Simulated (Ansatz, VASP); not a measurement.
# MgS5 in VASP and in Ansatz

```xyz
6
Lattice="6.6200 0.0000 0.0000 -3.3100 5.7331 0.0000 0.0000 0.0000 3.2746" Properties=species:S:1:pos:R:3 pbc="T T T"
Mg    0.0000    0.0000    0.0000
S     3.3100    0.0000    1.6373
S     1.6550    2.8666    1.6373
S    -1.6550    2.8666    1.6373
S     0.0000    3.8221    0.0000
S     3.3100    1.9110    0.0000
```

Change from the starting cell: species swapped into the YCu5 type (P6/mmm, No. 191).

Alike in both runs: functional PBE; k mesh 6 × 6 × 4; occupations gaussian, width 0.1 eV; no spin polarisation.

Ansatz relaxed the structure, and its values are those at the end. VASP's run is a single point on that final structure, the one shown.

```csv
,VASP,Ansatz
version,VASP 6.6.1,Ansatz 0.2.0
potentials or method,"VASP PAW PBE potentials, release 64 (Mg, S), cutoff 520 eV","scalar-relativistic, plane waves, PAW"
valence electrons in the cell,32,40
```

|  | VASP | Ansatz | Ansatz less VASP |
| --- | --- | --- | --- |
| gap on the k mesh at the Fermi level (eV) | none | none | - |
| pressure (GPa) | -0.1 | 0.0 | +0.12 |

A gap of «none» marks a metal or a gap that the smearing closes. VASP's potentials hold 32 valence electrons a cell and Ansatz's 40, so a difference there can come from the potentials and not from the codes.

The k mesh is coarse, so the values compare programs but aren't converged.
